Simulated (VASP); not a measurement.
Wanted: the native input for a VASP 6.6.1 run.

```yaml
Task: single point
Functional: PBE
Potentials_or_basis: VASP PAW PBE potentials, release 64 (Mo_sv, S)
Cutoff: 520 eV
k_mesh: 12 × 12 × 12
Occupations: gaussian, width 0.02 eV
Spin: no spin polarisation
Dipole_correction: no
Further_INCAR_settings: ALGO = Normal; EDIFF = 1e-07; NBANDS = 20
```

The structure of MoS2 lies in POSCAR:

```
MoS2
1.0
    1.5925863654      0.9194801667      7.4382773520
   -1.5925863654      0.9194801667      7.4382773520
    0.0000000000     -1.8389603335      7.4382773520
Mo S
1 2
Direct
    0.9997781066      0.9997781066      0.9997781066
    0.4031336052      0.4031336052      0.4031336052
    0.2630892882      0.2630892882      0.2630892882
```

These files were run (other wordings do the same):

INCAR

```
PREC     = Accurate       # precision mode
ENCUT    = 520            # plane-wave cutoff, eV
EDIFF    = 1E-7           # SCF threshold, eV
ISMEAR   = 0              # smearing method
SIGMA    = 0.02           # smearing width, eV
LREAL    = F              # projectors in reciprocal space
LASPH    = T              # aspherical terms in the spheres
NELM     = 100            # most SCF steps
ALGO     = Normal         # electronic algorithm
ISIF     = 2              # what is computed and relaxed
LWAVE    = F              # write WAVECAR
LCHARG   = T              # write CHGCAR
GGA      = PE             # functional
LELF     = T              # ELF
LVHAR    = T            
NBANDS   = 20             # bands
```

KPOINTS

```
regular mesh
0
Gamma
  12 12 12
```

Potentials or basis: VASP PAW PBE potentials, release 64 (Mo_sv, S).

Launch:

```bash
$ cat potpaw_PBE.64/Mo_sv/POTCAR potpaw_PBE.64/S/POTCAR > POTCAR
$ mpirun -np 1 vasp_std > vasp.out
```

It gave:

* Pressure: -0.1 GPa
* Largest force: 0.011 eV/Å
* Band gap on the k mesh: 1.46 eV (least direct gap 1.68 eV)

It took 21 min on 1 thread of AMD EPYC 7R13 Processor (Zen 3) (shared host), peak memory 0.59 GiB.
